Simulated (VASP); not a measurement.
Crystal: Sc2Cu3.

```xyz
5
Lattice="4.0301 0.0000 0.0000 -2.0151 3.4902 0.0000 0.0000 0.0000 4.9829" Properties=species:S:1:pos:R:3 pbc="T T T"
Sc    0.0000    2.3268    0.8293
Sc    2.0151    1.1634    4.1536
Cu    0.0000    0.0000    0.0000
Cu    0.0000    2.3268    3.2087
Cu    2.0151    1.1634    1.7742
```

The cell was generated, and may not be a known phase.

```yaml
Program: VASP 6.6.1
Task: relaxation of cell and atoms
Functional: PBE
Potentials_or_basis: VASP PAW PBE potentials, release 64 (Sc_sv, Cu)
Cutoff: 600 eV
k_mesh: 6 × 6 × 4
Occupations: gaussian, width 0.1 eV
Spin: no spin polarisation
```

At the start: pressure 37.5 GPa; volume 14.02 Å³/atom.

Problem. Where does the relaxation end?

Solution. Over 15 steps the energy falls by 477.6 meV/atom and the volume is 18.84 Å³/atom (+34.4 %); space group P-3m1 (No. 164, to 0.1 Å) before and after.

Step by step:
```
step  energy change (eV)  largest force (eV/Å)  pressure (GPa)  volume (Å³)
   1              0.0000                1.2034           37.53        70.09
   2             -1.8426                0.4689           -7.70       108.94
   3             -2.2481                0.5184           -0.04        93.76
   4             -2.2482                0.5180           -0.33        94.28
   5             -2.2830                0.3853           -0.19        94.17
   6             -2.3097                0.2105           -0.02        93.96
   7             -2.3106                0.2050            0.03        93.91
   8             -2.3293                0.1620           -0.19        93.92
   9             -2.3610                0.2183           -0.09        93.89
  10             -2.3647                0.2691           -0.19        93.86
  11             -2.3804                0.1407            0.30        93.40
  12             -2.3842                0.0320            0.83        92.99
  13             -2.3856                0.0734           -0.57        95.01
  14             -2.3877                0.0440            0.06        94.13
  15             -2.3882                0.0052           -0.07        94.20
```

Final structure:
```
Sc Cu
1.0
     4.45900    0.00000    0.00000
    -2.22950    3.86161    0.00000
     0.00000    0.00000    5.47062
Sc Cu
2 3
Cartesian
  0.0000 2.5744 1.0811
  2.2295 1.2872 4.3895
  0.0000 0.0000 0.0000
  0.0000 2.5744 3.8072
  2.2295 1.2872 1.6634
```

Caveat: the volume moved by over 15 % at a fixed basis, so the end points are rough.
